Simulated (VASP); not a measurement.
# Ir (P6_3/mmc) in VASP: a series of runs, part 2 of 2

VASP 6.6.1. The steps go on from the part before.

## (3) Single point, PBE

This run uses another cell than the first one, of the same volume but with other edges.

INCAR reads:

```
SYSTEM = Ir
PREC = Accurate
ENCUT = 520
EDIFF = 1E-7
ISMEAR = 0
SIGMA = 0.15
LREAL = .FALSE.
LASPH = .TRUE.
NELM = 80
ALGO = Normal
ISIF = 2
LWAVE = .FALSE.
LCHARG = .TRUE.
GGA = PE
LELF = .TRUE.
LVHAR = .TRUE.
NBANDS = 16
```

KPOINTS reads:

```
regular mesh
0
G
  18 18 10
  0 0 0
```

POSCAR reads:

```
Ir
1.0
    2.7753000000      0.0000000000      0.0000000000
   -1.3876500000      2.4034803031      0.0000000000
    0.0000000000      0.0000000000      4.0967000000
Ir
2
Direct
    0.6666666667      0.3333333333      0.7500000000
    0.3333333333      0.6666666667      0.2500000000
```

Potentials or basis: VASP PAW PBE potentials, release 64 (Ir).

Command:

```sh
$ cat potpaw_PBE.64/Ir/POTCAR > POTCAR
$ mpirun -np 1 vasp_std > vasp.out
```

OUTCAR:

```text
SYSTEM = Ir
   PREC = Accurate
   ENCUT = 520
   EDIFF = 1E-7
   ISMEAR = 0
   LREAL = .FALSE.
   LASPH = .TRUE.
   NELM = 80
   ISIF = 2
   GGA = PE

 ion  position               nearest neighbor table
   1  0.667  0.333  0.750-   2 2.60   2 2.60   2 2.60   2 2.60   2 2.60   2 2.60
   2  0.333  0.667  0.250-   1 2.60   1 2.60   1 2.60   1 2.60   1 2.60   1 2.60

  LATTYP: Found a hexagonal cell.
 ALAT       =     2.7753000000
 C/A-ratio  =     1.4761287068

  Lattice vectors:

 A1 = (   2.7753000000,   0.0000000000,   0.0000000000)
 A2 = (  -1.3876500000,   2.4034803031,   0.0000000000)
 A3 = (   0.0000000000,   0.0000000000,   4.0967000000)

Analysis of symmetry for initial positions (statically):
=====================================================================
 Subroutine PRICEL returns:
 Original cell was already a primitive cell.

 Routine SETGRP: Setting up the symmetry group for a
 hexagonal supercell.

 Subroutine GETGRP returns: Found 24 space group operations
 (whereof 12 operations were pure point group operations)
 out of a pool of 24 trial point group operations.

The static configuration has the point symmetry D_3d.
 The point group associated with its full space group is D_6h.

Analysis of symmetry for dynamics (positions and initial velocities):
=====================================================================
 Subroutine PRICEL returns:
 Original cell was already a primitive cell.

 Routine SETGRP: Setting up the symmetry group for a
 hexagonal supercell.

 Subroutine GETGRP returns: Found 24 space group operations
 (whereof 12 operations were pure point group operations)
 out of a pool of 24 trial point group operations.

The dynamic configuration has the point symmetry D_3d.
 The point group associated with its full space group is D_6h.

 Subroutine INISYM returns: Found 24 space group operations
 (whereof 12 operations are pure point group operations),
 and found     1 'primitive' translations

----------------------------------------------------------------------------------------

[... 108 lines left out ...]
   EFERMI_NEDOS =   21; number of points for ismear=-14 and -15
   IALGO  =     38    algorithm
   IMIX   =      4    mixing-type and parameters
     AMIX     =   0.40;   BMIX     =  1.00
     AMIX_MAG =   1.60;   BMIX_MAG =  1.00
  volume/ion in A,a.u.               =      13.66        92.20
  Fermi-wavevector in a.u.,A,eV,Ry     =   1.424418  2.691760 27.605766  2.028967
  Thomas-Fermi vector in A             =   2.544911
   LORBIT       =      0    0 simple, 1 ext, 2 COOP (PROOUT), +10 PAW based schemes
   GGA     = PE    functional components
   LHFCALC =     F    Hartree Fock is set to
   AEXX    =    0.0000 exact exchange contribution
   IVDW    =     0    specifies the selected vdW correction
   LEPSILON=     F    determine dielectric tensor
   LRPA    =     F    only Hartree local field effects (RPA)
 non-spin polarized calculation
 Gauss-broadening in eV      SIGMA  =   0.15
  energy-cutoff  :      520.00
  volume of cell :       27.33
 maximum number of plane-waves:       750
 NGX is ok and might be reduce to    24

 number of electron      17.9999998 magnetization

 Free energy of the ion-electron system (eV)
  ---------------------------------------------------
  ext. energy  EPLUGINS =         0.00000000
  ---------------------------------------------------
  free energy    TOTEN  =       -17.19369066 eV

  energy without entropy =      -17.16094264  energy(sigma->0) =      -17.17731665

 E-fermi :  11.2252     XC(G=0): -14.1845

 val. band max:       11.2229020039   @ k =   0.2778   0.1667   0.2000
 cond. band min:      11.2289202161   @ k =   0.2778   0.1111   0.3000
 fundamental gap:      0.0060182121
 Fermi energy:        11.2251843765

 k-point     1 :       0.0000    0.0000    0.0000
  band No.  band energies     occupation
      1      -0.4712      2.00000
      2       2.6757      2.00000
      3       6.9860      2.00000
      4       6.9860      2.00000
      5       7.8001      2.00000
      6       7.8001      2.00000
[... 433 lines left out ...]
      3       3.9478      2.00000
      4       6.1380      2.00000
      5       6.5381      2.00000
      6       7.8220      2.00000
[... 8 lines left out ...]
     15      23.0667      0.00000
     16      25.0102      0.00000

 [... further k-points ...]
[... 5 lines left out ...]
  --------------------------------------------------------------------------------------
  -------------------------------------------------------------------------------------
  Total        3.2533424      3.2533424      9.6966132     -0.0000000      0.0000000      0.0000000
  in kB      190.7461094    190.7461094    568.5203194     -0.0000000      0.0000000      0.0000000
  external PRESSURE =     316.6708461 kB  Pullay stress =       0.0000000 kB

 VOLUME and BASIS-vectors are now :
 -----------------------------------------------------------------------------
  energy-cutoff  :      520.00
  volume of cell :       27.33
      direct lattice vectors                 reciprocal lattice vectors
     2.775300000  0.000000000  0.000000000     0.360321407  0.208031661  0.000000000
    -1.387650000  2.403480303  0.000000000     0.000000000  0.416063322  0.000000000
     0.000000000  0.000000000  4.096700000     0.000000000  0.000000000  0.244098909

 POSITION                                       TOTAL-FORCE (eV/Angst)
 -----------------------------------------------------------------------------------
      1.38765      0.80116      3.07253        -0.000000     -0.000000      0.000000
     -0.00000      1.60232      1.02418         0.000000      0.000000      0.000000
 -----------------------------------------------------------------------------------
    total drift:                               -0.000000      0.000000     -0.000000

  FREE ENERGIE OF THE ION-ELECTRON SYSTEM (eV)
  ---------------------------------------------------
  free  energy   TOTEN  =       -17.1936906606 eV

  energy  without entropy=      -17.1609426371  energy(sigma->0) =      -17.17731665
```

OSZICAR:

```text
N       E                     dE             d eps       ncg     rms          rms(c)
DAV:   1     0.144827979069E+03    0.14483E+03   -0.85269E+03  7112   0.114E+03
DAV:   2    -0.145299986218E+02   -0.15936E+03   -0.14385E+03  7112   0.311E+02
DAV:   3    -0.181626169035E+02   -0.36326E+01   -0.35842E+01  9592   0.563E+01
DAV:   4    -0.182033966594E+02   -0.40780E-01   -0.40769E-01  8232   0.500E+00
DAV:   5    -0.182045531671E+02   -0.11565E-02   -0.11565E-02 10016   0.882E-01    0.250E+01
DAV:   6    -0.173891451985E+02    0.81541E+00   -0.89625E-01  9192   0.125E+01    0.110E+01
DAV:   7    -0.172059516956E+02    0.18319E+00   -0.35341E-01  9528   0.744E+00    0.205E+00
DAV:   8    -0.171941040996E+02    0.11848E-01   -0.10398E-02  8296   0.110E+00    0.175E-01
DAV:   9    -0.171936769574E+02    0.42714E-03   -0.13981E-03  9904   0.484E-01    0.350E-02
DAV:  10    -0.171936882770E+02   -0.11320E-04   -0.16805E-05  9080   0.352E-02    0.164E-02
DAV:  11    -0.171936908936E+02   -0.26166E-05   -0.13467E-06  9856   0.105E-02    0.111E-03
DAV:  12    -0.171936906328E+02    0.26086E-06   -0.79170E-08  6768   0.260E-03    0.397E-04
DAV:  13    -0.171936906606E+02   -0.27801E-07   -0.13932E-08  5480   0.153E-03
   1 F= -.17193691E+02 E0= -.17177317E+02  d E =-.327480E-01
```

It took 44 s on 1 thread of Intel Xeon Platinum 8488C (Sapphire Rapids), shared host; peak memory 0.21 GiB.

Results:

```yaml
Free_energy: -17.1937 eV
Pressure: 31.7 GPa
Band_gap_on_the_k_mesh: zero (band 9 reaches 11.97 eV, above the bottom of band 10 at 8.92 eV)
```

Stress tensor (GPa, compression positive):
```
19.07  0.00  0.00
 0.00 19.07  0.00
 0.00  0.00 56.85
```

Caveat: spin-orbit coupling is left out, which moves the levels of the heavy elements.

## (4) Single point, PBE

This run uses another cell than the first one, of the same volume but with other edges.

INCAR reads:

```
SYSTEM = Ir
ALGO = Normal
EDIFF = 1E-6
ENCUT = 520
GGA = PE
ISIF = 2
ISMEAR = 0
LASPH = .TRUE.
LCHARG = .FALSE.
LREAL = .FALSE.
LWAVE = .FALSE.
NBANDS = 16
NELM = 60
PREC = Accurate
SIGMA = 0.15
```

KPOINTS reads:

```
k-points
0
G
  18 18 10
  0 0 0
```

POSCAR reads:

```
Ir
1.0
    2.6654000000      0.0000000000      0.0000000000
   -1.3327000000      2.3083041113      0.0000000000
    0.0000000000      0.0000000000      4.4529609382
Ir
2
Direct
    0.6666666667      0.3333333333      0.7500000000
    0.3333333333      0.6666666667      0.2500000000
```

Potentials or basis: VASP PAW PBE potentials, release 64 (Ir).

Command:

```sh
$ cat potpaw_PBE.64/Ir/POTCAR > POTCAR
$ mpirun -np 1 vasp_std > vasp.out
```

OUTCAR:

```text
SYSTEM = Ir
   EDIFF = 1E-6
   ENCUT = 520
   GGA = PE
   ISIF = 2
   ISMEAR = 0
   LASPH = .TRUE.
   LREAL = .FALSE.
   NELM = 60
   PREC = Accurate

 ion  position               nearest neighbor table
   1  0.667  0.333  0.750-   2 2.71   2 2.71   2 2.71   2 2.71   2 2.71   2 2.71
   2  0.333  0.667  0.250-   1 2.71   1 2.71   1 2.71   1 2.71   1 2.71   1 2.71

  LATTYP: Found a hexagonal cell.
 ALAT       =     2.6654000000
 C/A-ratio  =     1.6706539124

  Lattice vectors:

 A1 = (   2.6654000000,   0.0000000000,   0.0000000000)
 A2 = (  -1.3327000000,   2.3083041113,   0.0000000000)
 A3 = (   0.0000000000,   0.0000000000,   4.4529609382)

Analysis of symmetry for initial positions (statically):
=====================================================================
 Subroutine PRICEL returns:
 Original cell was already a primitive cell.

 Routine SETGRP: Setting up the symmetry group for a
 hexagonal supercell.

 Subroutine GETGRP returns: Found 24 space group operations
 (whereof 12 operations were pure point group operations)
 out of a pool of 24 trial point group operations.

The static configuration has the point symmetry D_3d.
 The point group associated with its full space group is D_6h.

[... 157 lines left out ...]
  ---------------------------------------------------
  free energy    TOTEN  =       -17.41012877 eV

  energy without entropy =      -17.38649129  energy(sigma->0) =      -17.39831003

 E-fermi :  11.0722     XC(G=0): -14.1800

 val. band max:       11.0718207432   @ k =   0.3889   0.1667   0.0000
 cond. band min:      11.0775359796   @ k =   0.3333   0.2222   0.1000
 fundamental gap:      0.0057152364
 Fermi energy:        11.0721552561

 k-point     1 :       0.0000    0.0000    0.0000
  band No.  band energies     occupation
      1      -0.4953      2.00000
      2       2.4772      2.00000
      3       6.6349      2.00000
      4       7.0589      2.00000
      5       7.0589      2.00000
      6       7.6842      2.00000
[... 433 lines left out ...]
      3       3.9456      2.00000
      4       6.7802      2.00000
      5       6.9563      2.00000
      6       7.2246      2.00000
[... 8 lines left out ...]
     15      21.7079      0.00000
     16      24.8642      0.00000

 [... further k-points ...]
[... 5 lines left out ...]
  --------------------------------------------------------------------------------------
  -------------------------------------------------------------------------------------
  Total        5.1705336      5.1705336      2.8755171      0.0000000      0.0000000      0.0000000
  in kB      302.3720509    302.3720509    168.1598175      0.0000000      0.0000000      0.0000000
  external PRESSURE =     257.6346397 kB  Pullay stress =       0.0000000 kB

 VOLUME and BASIS-vectors are now :
 -----------------------------------------------------------------------------
  energy-cutoff  :      520.00
  volume of cell :       27.40
      direct lattice vectors                 reciprocal lattice vectors
     2.665400000  0.000000000  0.000000000     0.375178210  0.216609240  0.000000000
    -1.332700000  2.308304111  0.000000000     0.000000000  0.433218481  0.000000000
     0.000000000  0.000000000  4.452960938     0.000000000  0.000000000  0.224569677

 POSITION                                       TOTAL-FORCE (eV/Angst)
 -----------------------------------------------------------------------------------
      1.33270      0.76943      3.33972        -0.000000     -0.000000      0.000000
     -0.00000      1.53887      1.11324         0.000000      0.000000      0.000000
 -----------------------------------------------------------------------------------
    total drift:                               -0.000000      0.000000     -0.000000

  FREE ENERGIE OF THE ION-ELECTRON SYSTEM (eV)
  ---------------------------------------------------
  free  energy   TOTEN  =       -17.4101287659 eV

  energy  without entropy=      -17.3864912918  energy(sigma->0) =      -17.39831003
```

OSZICAR:

```text
N       E                     dE             d eps       ncg     rms          rms(c)
DAV:   1     0.144709528112E+03    0.14471E+03   -0.84961E+03  7104   0.114E+03
DAV:   2    -0.148015818461E+02   -0.15951E+03   -0.14384E+03  7112   0.312E+02
DAV:   3    -0.184174722660E+02   -0.36159E+01   -0.35745E+01  9792   0.560E+01
DAV:   4    -0.184570506660E+02   -0.39578E-01   -0.39571E-01  8168   0.493E+00
DAV:   5    -0.184581516562E+02   -0.11010E-02   -0.11010E-02 10056   0.858E-01    0.242E+01
DAV:   6    -0.176078775311E+02    0.85027E+00   -0.96337E-01  8968   0.129E+01    0.104E+01
DAV:   7    -0.174225118118E+02    0.18537E+00   -0.36748E-01  9608   0.757E+00    0.201E+00
DAV:   8    -0.174127556866E+02    0.97561E-02   -0.69586E-03  7968   0.819E-01    0.745E-01
DAV:   9    -0.174101158089E+02    0.26399E-02   -0.36800E-03  9528   0.776E-01    0.199E-02
DAV:  10    -0.174101241762E+02   -0.83673E-05   -0.22581E-05  9584   0.405E-02    0.173E-02
DAV:  11    -0.174101288175E+02   -0.46413E-05   -0.26272E-06  9440   0.139E-02    0.141E-03
DAV:  12    -0.174101287659E+02    0.51550E-07   -0.92458E-08  5552   0.247E-03
   1 F= -.17410129E+02 E0= -.17398310E+02  d E =-.236375E-01
```

stdout:

```text
POSCAR found type information on POSCAR Ir
 POSCAR found :  1 types and       2 ions
 scaLAPACK will be used
 LDA part: xc-table for (Slater+PW92), standard interpolation
 POSCAR, INCAR and KPOINTS ok, starting setup
 FFT: planning ... GRIDC
 FFT: planning ... GRID_SOFT
 FFT: planning ... GRID
 WAVECAR not read
 entering main loop
```

Wall time 45 s (1 thread of Intel Xeon Platinum 8488C (Sapphire Rapids), shared host); peak memory 0.2 GiB.

Results:

```yaml
Free_energy: -17.4101 eV
Pressure: 25.8 GPa
Band_gap_on_the_k_mesh: zero (band 9 reaches 12.30 eV, above the bottom of band 10 at 8.60 eV)
```

Caveat: spin-orbit coupling is left out, which moves the levels of the heavy elements.

## (5) Single point, PBE

This run uses another cell than the first one, of 13.83 Å³/atom, 1.012 times its volume.

INCAR reads:

```
SYSTEM = Ir
  PREC = Accurate
  ENCUT = 520
  EDIFF = 1E-7
  ISMEAR = 0
  SIGMA = 0.15
  LREAL = .False.
  LASPH = .True.
  NELM = 60
  ALGO = Normal
  ISIF = 2
  LWAVE = .False.
  LCHARG = .False.
  GGA = PE
  NBANDS = 16
```

KPOINTS reads:

```
regular mesh
0
Gamma
  18 18 10
  0 0 0
```

POSCAR reads:

```
Ir
1.0
    2.7478111495      0.0000000000      0.0000000000
   -1.3739055747      2.3796742603      0.0000000000
    0.0000000000      0.0000000000      4.2303000000
Ir
2
Direct
    0.6666666667      0.3333333333      0.7500000000
    0.3333333333      0.6666666667      0.2500000000
```

Command:

```sh
$ cat potpaw_PBE.64/Ir/POTCAR > POTCAR
$ mpirun -np 1 vasp_std > vasp.out
```

Wall time 39 s (1 thread of Intel Xeon Platinum 8488C (Sapphire Rapids), shared host); peak memory 0.19 GiB.

Results (log left out):

```
Free energy            : -17.3982 eV
Pressure               : 22.8 GPa
Band gap on the k mesh : zero (band 9 reaches 11.89 eV, above the bottom of band 10 at 8.51 eV)
```

Stress tensor (GPa, compression positive):
```
15.06  0.00  0.00
 0.00 15.06  0.00
 0.00  0.00 38.31
```

Levels at points of the mesh, in eV from the Fermi level:
```tsv
k point	band 5	band 6	band 7	band 8	band 9	band 10	band 11	band 12	band 13	band 14
(0.00, 0.00, 0.00)	-3.62	-3.28	-3.28	-2.99	-2.99	-0.38	0.21	0.21	7.97	13.87
(0.50, 0.00, 0.00)	-3.84	-3.46	-2.82	0.32	0.90	1.22	2.83	4.22	8.54	10.89
(0.00, 0.00, 0.50)	-4.38	-4.38	-4.38	-4.38	-0.51	-0.51	-0.51	-0.51	13.53	13.53
(0.50, 0.00, 0.50)	-2.52	-2.52	-1.13	-1.13	0.68	0.68	1.97	1.97	7.72	7.72
```

Caveat: spin-orbit coupling is left out, which moves the levels of the heavy elements.

## (6) Single point, PBE

This run uses another cell than the first one, of 13.78 Å³/atom, 1.008 times its volume.

INCAR reads:

```
ALGO = Fast
EDIFF = 1E-6
ENCUT = 520
GGA = PE
ISIF = 2
ISMEAR = 0
LASPH = T
LCHARG = F
LREAL = F
LWAVE = F
NBANDS = 16
NELM = 60
PREC = Accurate
SIGMA = 0.15
```

KPOINTS reads:

```
k-points
0
Gamma
  18 18 10
```

POSCAR, as its differences from that of step 5:

```diff
@@ -4,3 +4,3 @@
    -1.3739055747      2.3796742603      0.0000000000
-    0.0000000000      0.0000000000      4.2303000000
+    0.0000000000      0.0000000000      4.2155000000
 Ir
```

Potentials or basis: VASP PAW PBE potentials, release 64 (Ir).

Command:

```sh
$ cat potpaw_PBE.64/Ir/POTCAR > POTCAR
$ mpirun -np 1 vasp_std > vasp.out
```

OUTCAR:

```text
EDIFF = 1E-6
   ENCUT = 520
   GGA = PE
   ISIF = 2
   ISMEAR = 0
   LASPH = T
   LREAL = F
   NELM = 60
   PREC = Accurate

 ion  position               nearest neighbor table
   1  0.667  0.333  0.750-   2 2.64   2 2.64   2 2.64   2 2.64   2 2.64   2 2.64
   2  0.333  0.667  0.250-   1 2.64   1 2.64   1 2.64   1 2.64   1 2.64   1 2.64

  LATTYP: Found a hexagonal cell.
 ALAT       =     2.7478111495
 C/A-ratio  =     1.5341301751

  Lattice vectors:

[... 194 lines left out ...]
      5       7.4598      2.00000
      6       7.7648      2.00000
[... 433 lines left out ...]
      3       3.8910      2.00000
      4       6.2501      2.00000
      5       6.5715      2.00000
      6       7.5158      2.00000
[... 8 lines left out ...]
     15      22.4115      0.00000
     16      24.6460      0.00000

 [... further k-points ...]
[... 5 lines left out ...]
  --------------------------------------------------------------------------------------
  -------------------------------------------------------------------------------------
  Total        2.8089079      2.8089079      7.0929292      0.0000000      0.0000000      0.0000000
  in kB      163.2655646    163.2655646    412.2709382      0.0000000      0.0000000      0.0000000
  external PRESSURE =     246.2673558 kB  Pullay stress =       0.0000000 kB

 VOLUME and BASIS-vectors are now :
 -----------------------------------------------------------------------------
  energy-cutoff  :      520.00
  volume of cell :       27.56
      direct lattice vectors                 reciprocal lattice vectors
     2.747811149  0.000000000  0.000000000     0.363926029  0.210112791  0.000000000
    -1.373905575  2.379674260  0.000000000     0.000000000  0.420225582  0.000000000
     0.000000000  0.000000000  4.215500000     0.000000000  0.000000000  0.237219784

 POSITION                                       TOTAL-FORCE (eV/Angst)
 -----------------------------------------------------------------------------------
      1.37391      0.79322      3.16162         0.000000     -0.000000      0.000000
     -0.00000      1.58645      1.05387        -0.000000      0.000000      0.000000
 -----------------------------------------------------------------------------------
    total drift:                               -0.000000      0.000000     -0.000000

  FREE ENERGIE OF THE ION-ELECTRON SYSTEM (eV)
  ---------------------------------------------------
  free  energy   TOTEN  =       -17.3741784259 eV

  energy  without entropy=      -17.3437690934  energy(sigma->0) =      -17.35897376
```

Run time: 63 s. Hardware: 1 thread of Intel Xeon Platinum 8488C (Sapphire Rapids), shared host; peak memory 0.19 GiB.

What came out:

```yaml
Free_energy: -17.3742 eV
Pressure: 24.6 GPa
Band_gap_on_the_k_mesh: zero (band 9 reaches 11.95 eV, above the bottom of band 10 at 8.56 eV)
```

Stress tensor (GPa, compression positive):
```
16.33  0.00  0.00
 0.00 16.33  0.00
 0.00  0.00 41.23
```

Caveat: spin-orbit coupling is left out, which moves the levels of the heavy elements.

## (7) The runs side by side

```csv
cell,gap on the mesh (eV),pressure (GPa)
"a = 2.620, b = 2.620, c = 4.601 Å, angles 90.0, 90.0, 120.0°, 2 atoms",none,29.3
"a = 2.775, b = 2.775, c = 4.097 Å, angles 90.0, 90.0, 120.0°, 2 atoms",none,31.7
"a = 2.665, b = 2.665, c = 4.453 Å, angles 90.0, 90.0, 120.0°, 2 atoms",none,25.8
"a = 2.748, b = 2.748, c = 4.230 Å, angles 90.0, 90.0, 120.0°, 2 atoms",none,22.8
"a = 2.748, b = 2.748, c = 4.215 Å, angles 90.0, 90.0, 120.0°, 2 atoms",none,24.6
```

Alike in all rows: task single point; level PBE; potentials or basis VASP PAW PBE potentials, release 64 (Ir); no spin polarisation; k mesh 18 × 18 × 10; cutoff (eV) 520; smearing gaussian 0.15 eV.

Caveats: spin-orbit coupling is left out, which moves the levels of the heavy elements.

Absolute energies hang on the potentials; compare differences alone.
